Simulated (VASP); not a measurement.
# Li7Nb8O24 (a cell with a defect) in VASP: further runs

Runs on Li7Nb8O24 (a cell with a defect). Level: r2SCAN. Tasks: single point.

Program: VASP 6.6.1. These are calculated values, not measurements. Logs are shortened: lines on timing, memory, paths and dates and some standing lists are left out, and cuts for length are marked.

### 1 The cell of the first run

The cell holds a defect, 39 atoms: a = 7.843 Å, b = 7.843 Å, c = 7.843 Å, α = 85.35°, β = 85.35°, γ = 85.35°.

### 2 Single point, r2SCAN

File POSCAR:

```
Li7Nb8O24
1.0
   -5.3162400000     -3.0693330000      4.8810400000
    5.3162400000     -3.0693330000      4.8810400000
    0.0000000000      6.1386650000      4.8810400000
Li Nb O
7 8 24
Direct
    0.4052234316      0.3733964261      0.3315124092
    0.7028288866      0.5407594541      0.6528107874
    0.8826199054      0.8499840575      0.4188432696
    0.0858461241      0.1290721635      0.6506554426
    0.1157561694      0.6097331155      0.1136351639
    0.4057146858      0.8729810244      0.8416720802
    0.6369418254      0.1358169702      0.1328064119
    0.1502672866      0.1474457435      0.1483189631
    0.8593303531      0.8528596144      0.8595160624
    0.6442348263      0.6423537976      0.1393574859
    0.3364233671      0.3545941043      0.8488592762
    0.6519189537      0.1432887941      0.6365158193
    0.3399671701      0.8508357539      0.3470250798
    0.1466704240      0.6508989765      0.6514455636
    0.8641043324      0.3677196695      0.3627951776
    0.5547920640      0.3714858174      0.7233910416
    0.7559478550      0.5884046289      0.4064834035
    0.3707981865      0.7556754682      0.5720987807
    0.4049683591      0.6092104550      0.2344895025
    0.2376410874      0.4211166265      0.6209080949
    0.6303841416      0.2212039692      0.4048449444
    0.0922498745      0.8994557193      0.7418184093
    0.2637466260      0.0791236593      0.3817089027
    0.8755781457      0.2641685781      0.5867500883
    0.9342837595      0.1199864366      0.2589335473
    0.7691726815      0.9220250734      0.6203383111
    0.0996214730      0.7330766970      0.4220344280
    0.0890013052      0.3891946750      0.2618717103
    0.2591449913      0.5916732444      0.8876432397
    0.8713062809      0.7591217294      0.0918483898
    0.9171647609      0.6256617437      0.7552698028
    0.7498196118      0.4259252805      0.1358198562
    0.1116525362      0.2490240620      0.9228613363
    0.5762330669      0.8723634146      0.2468004011
    0.7584626447      0.0716050160      0.9004651766
    0.3891837970      0.2534487662      0.0815573635
    0.4292856206      0.1042814824      0.7412841582
    0.2407946444      0.9174759078      0.1163963221
    0.6104486805      0.7447165089      0.9112165652
```

File INCAR.step1:

```
SYSTEM = Li7Nb8O24
ALGO = Normal
EDIFF = 1E-4
ENCUT = 520
GGA = PE
ISMEAR = -1
LASPH = .TRUE.
LCHARG = .FALSE.
LREAL = Auto
LWAVE = .TRUE.
NBANDS = 160
NELECT = 270.0
NELM = 100
PREC = Accurate
SIGMA = 0.05
```

File INCAR.step2:

```
SYSTEM = Li7Nb8O24
ALGO = Normal
EDIFF = 1E-6
ENCUT = 520
ISIF = 2
ISMEAR = -1
ISTART = 1
LASPH = .TRUE.
LCHARG = .TRUE.
LELF = .TRUE.
LMIXTAU = .TRUE.
LREAL = Auto
LVHAR = .TRUE.
LWAVE = .FALSE.
METAGGA = R2SCAN
NBANDS = 160
NELECT = 270.0
NELM = 100
PREC = Accurate
SIGMA = 0.05
```

File KPOINTS:

```
k-points
0
G
  1 1 1
  0 0 0
```

Potentials or basis: VASP PAW PBE potentials, release 64 (Li_sv, Nb_sv, O).

Run with:

```sh
> cat potpaw_PBE.64/Li_sv/POTCAR potpaw_PBE.64/Nb_sv/POTCAR potpaw_PBE.64/O/POTCAR > POTCAR
> cp INCAR.step1 INCAR
> mpirun -np 1 vasp_gam > vasp.out
> cp INCAR.step2 INCAR
> mpirun -np 1 vasp_gam > vasp.out
```

OUTCAR:

```text
SYSTEM = Li7Nb8O24
   EDIFF = 1E-6
   ENCUT = 520
   ISIF = 2
   ISMEAR = -1
   ISTART = 1
   LASPH = .TRUE.
   LREAL = Auto
   METAGGA = R2SCAN
   NELECT = 270.0
   NELM = 100
   PREC = Accurate

 ion  position               nearest neighbor table
   1  0.405  0.373  0.332-  19 1.94  21 2.14  36 2.26
   2  0.703  0.541  0.653-  16 1.86  17 1.96  31 2.10
   3  0.883  0.850  0.419-  26 1.86  27 1.87
   4  0.086  0.129  0.651-  22 1.88  24 1.96
   5  0.116  0.610  0.114-  28 2.02  29 2.03  30 2.18
   6  0.406  0.873  0.842-  39 1.92  37 1.93
   7  0.637  0.136  0.133-  35 2.07  36 2.14  34 2.26  21 2.28
   8  0.150  0.147  0.148-  25 1.86  38 1.91  33 1.92  23 2.11  36 2.12  28 2.16  13 3.05
   9  0.859  0.853  0.860-  35 1.87  30 1.92  31 2.02  22 2.03  26 2.07  39 2.19
  10  0.644  0.642  0.139-  32 1.83  39 1.93  19 1.99  30 2.06  34 2.07  17 2.33
  11  0.336  0.355  0.849-  16 1.91  29 1.95  36 1.99  20 2.02  33 2.03  37 2.24  14 3.04
  12  0.652  0.143  0.637-  21 1.89  37 1.91  26 1.91  16 2.03  24 2.06  35 2.31
  13  0.340  0.851  0.347-  23 1.88  18 1.89  34 1.97  38 2.04  19 2.16  27 2.18   8 3.05
  14  0.147  0.651  0.651-  20 1.91  27 1.92  31 1.93  18 2.03  29 2.12  22 2.13  11 3.04
  15  0.864  0.368  0.363-  24 1.88  28 1.89  17 1.91  32 2.06  25 2.18  21 2.23
  16  0.555  0.371  0.723-   2 1.86  11 1.91  12 2.03
  17  0.756  0.588  0.406-  15 1.91   2 1.96  10 2.33
  18  0.371  0.756  0.572-  13 1.89  14 2.03
  19  0.405  0.609  0.234-   1 1.94  10 1.99  13 2.16
  20  0.238  0.421  0.621-  14 1.91  11 2.02
  21  0.630  0.221  0.405-  12 1.89   1 2.14  15 2.23   7 2.28
  22  0.092  0.899  0.742-   4 1.88   9 2.03  14 2.13
  23  0.264  0.079  0.382-  13 1.88   8 2.11
  24  0.876  0.264  0.587-  15 1.88   4 1.96  12 2.06
  25  0.934  0.120  0.259-   8 1.86  15 2.18
  26  0.769  0.922  0.620-   3 1.86  12 1.91   9 2.07
  27  0.100  0.733  0.422-   3 1.87  14 1.92  13 2.18
  28  0.089  0.389  0.262-  15 1.89   5 2.02   8 2.16
  29  0.259  0.592  0.888-  11 1.95   5 2.03  14 2.12
  30  0.871  0.759  0.092-   9 1.92  10 2.06   5 2.18
  31  0.917  0.626  0.755-  14 1.93   9 2.02   2 2.10
  32  0.750  0.426  0.136-  10 1.83  15 2.06
  33  0.112  0.249  0.923-   8 1.92  11 2.03
  34  0.576  0.872  0.247-  13 1.97  10 2.07   7 2.26
  35  0.758  0.072  0.900-   9 1.87   7 2.07  12 2.31
  36  0.389  0.253  0.082-  11 1.99   8 2.12   7 2.14   1 2.26
  37  0.429  0.104  0.741-  12 1.91   6 1.93  11 2.24
  38  0.241  0.917  0.116-   8 1.91  13 2.04
  39  0.610  0.745  0.911-   6 1.92  10 1.93   9 2.19

  LATTYP: Found a trigonal (rhomboedric) cell.
 ALAT       =     7.8426882804
 COS(alpha) =     0.0810132619

  Lattice vectors:

 A1 = (  -5.3162400000,  -3.0693330000,   4.8810400000)
 A2 = (   5.3162400000,  -3.0693330000,   4.8810400000)
 A3 = (   0.0000000000,   6.1386650000,   4.8810400000)

Analysis of symmetry for initial positions (statically):
=====================================================================
 Subroutine PRICEL returns:
 Original cell was already a primitive cell.

 Routine SETGRP: Setting up the symmetry group for a
 trigonal (rhombohedral) supercell.

 Subroutine GETGRP returns: Found  1 space group operations
 (whereof  1 operations were pure point group operations)
 out of a pool of 12 trial point group operations.

The static configuration has the point symmetry C_1 .

Analysis of symmetry for dynamics (positions and initial velocities):
=====================================================================
 Subroutine PRICEL returns:
 Original cell was already a primitive cell.

 Routine SETGRP: Setting up the symmetry group for a
 trigonal (rhombohedral) supercell.

 Subroutine GETGRP returns: Found  1 space group operations
 (whereof  1 operations were pure point group operations)
 out of a pool of 12 trial point group operations.

The dynamic configuration has the point symmetry C_1 .

 Subroutine INISYM returns: Found  1 space group operations
 (whereof  1 operations are pure point group operations),
 and found     1 'primitive' translations

----------------------------------------------------------------------------------------

                                     Primitive cell

  volume of cell :     477.8726

  direct lattice vectors                    reciprocal lattice vectors
    -5.316240000 -3.069333000  4.881040000    -0.094051435 -0.054300620  0.068291453
     5.316240000 -3.069333000  4.881040000     0.094051435 -0.054300620  0.068291453
     0.000000000  6.138665000  4.881040000     0.000000000  0.108601240  0.068291464

  length of vectors
     7.842688588  7.842688588  7.842688280     0.128288551  0.128288551  0.128288555

  position of ions in fractional coordinates (direct lattice)
     0.405223432  0.373396426  0.331512409
     0.702828887  0.540759454  0.652810787
     0.882619905  0.849984058  0.418843270
     0.085846124  0.129072163  0.650655443
     0.115756169  0.609733115  0.113635164
     0.405714686  0.872981024  0.841672080
[... 31 lines left out ...]
     0.240794644  0.917475908  0.116396322
     0.610448680  0.744716509  0.911216565

  ion indices of the primitive-cell ions
   primitive index   ion index
                 1           1
                 2           2
                 3           3
                 4           4
                 5           5
                 6           6
[... 31 lines left out ...]
                38          38
                39          39

----------------------------------------------------------------------------------------

 KPOINTS: k-points

Automatic generation of k-mesh.
 Grid dimensions read from file:
 generate k-points for:    1    1    1

 Generating k-lattice:

  Cartesian coordinates                     Fractional coordinates (reciprocal lattice)
    -0.094051435 -0.054300620  0.068291453     1.000000000 -0.000000000  0.000000000
     0.094051435 -0.054300620  0.068291453    -0.000000000  1.000000000  0.000000000
     0.000000000  0.108601240  0.068291464     0.000000000  0.000000000  1.000000000

  Length of vectors
     0.128288551  0.128288551  0.128288555

  Shift w.r.t. Gamma in fractional coordinates (k-lattice)
     0.000000000  0.000000000  0.000000000

 Subroutine IBZKPT returns following result:
 ===========================================

 Found      1 irreducible k-points:

 Following reciprocal coordinates:
            Coordinates               Weight
  0.000000  0.000000  0.000000      1.000000
   k-points           NKPTS =      1   k-points in BZ     NKDIM =      1   number of bands    NBANDS=    160
   number of dos      NEDOS =    301   number of ions     NIONS =     39
   total plane-waves  NPLWV = 216000
   dimension x,y,z NGX =    60 NGY =   60 NGZ =   60
   dimension x,y,z NGXF=   120 NGYF=  120 NGZF=  120
   ions per type =               7   8  24
   NGX,Y,Z   is equivalent  to a cutoff of  12.72, 12.72, 12.72 a.u.
   NGXF,Y,Z  is equivalent  to a cutoff of  25.44, 25.44, 25.44 a.u.
 SYSTEM =  Li7Nb8O24
   PREC   = accura    normal or accurate (medium, high low for compatibility)
   ISTART =      1    job   : 0-new  1-cont  2-samecut
   ICHARG =      0    charge: 1-file 2-atom 10-const
   ISPIN  =      1    spin polarized calculation?
   LNONCOLLINEAR =      F non collinear calculations
   LSORBIT =      F    spin-orbit coupling
   LASPH  =      T    aspherical Exc in radial PAW
   ENCUT  =  520.0 eV  38.22 Ry    6.18 a.u.  14.58 14.58 14.58*2*pi/ulx,y,z
   NELM   =    100;   NELMIN=  2; NELMDL=  0     # of ELM steps
   EDIFF  = 0.1E-05   stopping-criterion for ELM
   LREAL  =      T    real-space projection
   EDIFFG = 0.1E-04   stopping-criterion for IOM
   NSW    =      0    number of steps for IOM
   IBRION =     -1    ionic relax: 0-MD 1-quasi-New 2-CG
   NFREE  =      0    steps in history (QN), initial steepest desc. (CG)
   ISIF   =      2    stress and relaxation
   ISYM   =      2    0-nonsym 1-usesym 2-fastsym
   POTIM  = 0.5000    time-step for ionic-motion
   TEBEG  =    0.0;   TEEND  =   0.0 temperature during run
   PSTRESS=    0.0 pullay stress
   NELECT =     270.0000    total number of electrons
   NUPDOWN=      -1.0000    fix difference up-down
   EMIN   =  10.00;   EMAX   =-10.00  energy-range for DOS
   EFERMI =   0.00;   METHOD = LEGACY
   ISMEAR =    -1;   SIGMA  =   0.05  broadening in eV -4-tet -1-fermi 0-gaus
   EFERMI_NEDOS =   21; number of points for ismear=-14 and -15
   IALGO  =     38    algorithm
   IMIX   =      4    mixing-type and parameters
     AMIX     =   0.40;   BMIX     =  1.00
     AMIX_MAG =   1.60;   BMIX_MAG =  1.00
  volume/ion in A,a.u.               =      12.25        82.69
  Fermi-wavevector in a.u.,A,eV,Ry     =   1.353397  2.557550 24.921584  1.831685
  Thomas-Fermi vector in A             =   2.480656
   LORBIT       =      0    0 simple, 1 ext, 2 COOP (PROOUT), +10 PAW based schemes
   METAGGA = R2SCAN    functional components
   LHFCALC =     F    Hartree Fock is set to
   AEXX    =    0.0000 exact exchange contribution
   IVDW    =     0    specifies the selected vdW correction
   LEPSILON=     F    determine dielectric tensor
   LRPA    =     F    only Hartree local field effects (RPA)
 non-spin polarized calculation
  energy-cutoff  :      520.00
  volume of cell :      477.87
 maximum number of plane-waves:      6439
 NGX is ok and might be reduce to    60
   NGX = 29   NGY = 29   NGZ = 29

 number of electron     269.9999999 magnetization

 Free energy of the ion-electron system (eV)
  ---------------------------------------------------
  ext. energy  EPLUGINS =         0.00000000
  ---------------------------------------------------
  free energy    TOTEN  =      -460.15651762 eV

  energy without entropy =     -460.15651762  energy(sigma->0) =     -460.15651762

 E-fermi :   3.2542     XC(G=0): -10.6267

 val. band max:        1.9803112654   @ k =   0.0000   0.0000   0.0000
 cond. band min:       5.9110816188   @ k =   0.0000   0.0000   0.0000
 fundamental gap:      3.9307703534
 Fermi energy:         3.2541984405

 k-point     1 :       0.0000    0.0000    0.0000
  band No.  band energies     occupation
      1     -54.2346      2.00000
      2     -54.1266      2.00000
      3     -54.0165      2.00000
      4     -53.9718      2.00000
      5     -53.9391      2.00000
      6     -53.9336      2.00000
[... 139 lines left out ...]
    146       6.8386      0.00000
    147       6.9301      0.00000
 [bands above 147 left out]

------------------------ aborting loop because EDIFF is reached ----------------------------------------

  FORCE on cell =-STRESS in cart. coord.  units (eV):
  Direction    XX          YY          ZZ          XY          YZ          ZX
  --------------------------------------------------------------------------------------
  -------------------------------------------------------------------------------------
  Total       -3.4362795     -7.5534958      5.0722734     -5.2981261      0.4583304      1.1470425
  in kB      -11.5209131    -25.3248228     17.0059570    -17.7631799      1.5366577      3.8457224
  external PRESSURE =      -6.6132596 kB  Pullay stress =       0.0000000 kB

 VOLUME and BASIS-vectors are now :
 -----------------------------------------------------------------------------
  energy-cutoff  :      520.00
  volume of cell :      477.87
      direct lattice vectors                 reciprocal lattice vectors
    -5.316240000 -3.069333000  4.881040000    -0.094051435 -0.054300620  0.068291453
     5.316240000 -3.069333000  4.881040000     0.094051435 -0.054300620  0.068291453
     0.000000000  6.138665000  4.881040000     0.000000000  0.108601240  0.068291464

 POSITION                                       TOTAL-FORCE (eV/Angst)
 -----------------------------------------------------------------------------------
     -0.16920     -0.35480      5.41860         0.072100      0.255217     -0.415471
     -0.86160      0.19040      9.25640         0.316092     -0.063104      0.726412
     -0.17350     -2.74680     10.50130         0.281957     -0.406895     -0.819281
      0.22980      3.33450      4.22490        -0.141444     -0.257317      0.561046
      2.62610     -1.52920      4.09580         0.036925     -0.047100      0.567509
      2.48410      1.24200     10.34960         0.195072      0.213679     -0.469371
[... 31 lines left out ...]
      3.59740     -2.84060      6.22170         0.816624     -0.240570     -0.459546
      0.71380      1.43420     11.06230        -0.981320      0.712542      0.402088
 -----------------------------------------------------------------------------------
    total drift:                               -0.002601     -0.152561     -0.025695

  FREE ENERGIE OF THE ION-ELECTRON SYSTEM (eV)
  ---------------------------------------------------
  free  energy   TOTEN  =      -460.1565176170 eV

  energy  without entropy=     -460.1565176169  energy(sigma->0) =     -460.15651762
```

Run time: 9.8 min. Hardware: 1 thread of Intel Xeon Platinum 8488C (Sapphire Rapids), shared host; peak memory 0.56 GiB.

What came out:

| Quantity | Value |
| --- | --- |
| Free energy | -460.1565 eV |
| Largest force | 3.296 eV/Å |

Forces on the atoms (eV/Å):
```
Li   0.072  0.255 -0.415
Li   0.316 -0.063  0.726
Li   0.282 -0.407 -0.819
Li  -0.141 -0.257  0.561
Li   0.037 -0.047  0.568
Li   0.195  0.214 -0.469
Li  -0.195  0.054  0.028
Nb  -0.301  0.143 -0.165
Nb   0.593 -0.447  0.958
Nb   3.251 -0.004  0.541
Nb  -0.875  0.004  0.656
Nb   0.445  1.346 -0.701
Nb  -1.807 -0.763  0.222
Nb   0.481 -0.578 -0.067
Nb   0.118 -0.771 -0.990
O    0.498  0.091  1.721
O   -1.080 -0.016 -0.645
O   -0.164  0.121  0.562
O   -1.104 -0.771  0.650
O    0.422  0.227 -0.507
O    0.571  0.060  0.158
O    0.433  2.007 -0.686
O    0.135  0.097  0.170
O   -0.132 -0.030  0.830
O    0.029  0.019 -0.307
O    0.613 -0.016 -0.391
O   -0.282 -0.158  0.432
O    0.502  0.016  0.163
O   -0.971  0.429 -0.720
O   -0.819 -0.571 -0.015
O   -0.682 -0.660 -0.302
O   -0.902  0.336 -0.835
O   -0.719 -0.289  0.064
O    0.984  0.981  0.015
O    0.078 -0.371 -0.510
O    0.560 -0.806 -0.085
O   -0.275  0.151 -0.338
O    0.817 -0.241 -0.460
O   -0.981  0.713  0.402
```

Levels at points of the mesh, in eV from the Fermi level:
| k point | band 132 | band 133 | band 134 | band 135 | band 136 | band 137 | band 138 | band 139 |
| --- | --- | --- | --- | --- | --- | --- | --- | --- |
| (0.00, 0.00, 0.00) | -1.42 | -1.39 | -1.36 | -1.27 | 2.66 | 2.72 | 2.93 | 3.11 |

Caveat: the k points lie up to 0.81 Å⁻¹ apart; the cell carries a net charge on a neutralising background, which shifts energy and pressure; the cell is charged against a uniform background, so pressure and absolute levels hang on convention; the cutoff is under 1.25 times the usual one of these potentials, so pressure, stress and relaxed cells hold a basis-set (Pulay) error; the atoms stand as in a frame of molecular dynamics; the PAW data sets were made with another functional, which shifts forces and pressure a little.

[end of part 1 of 2]
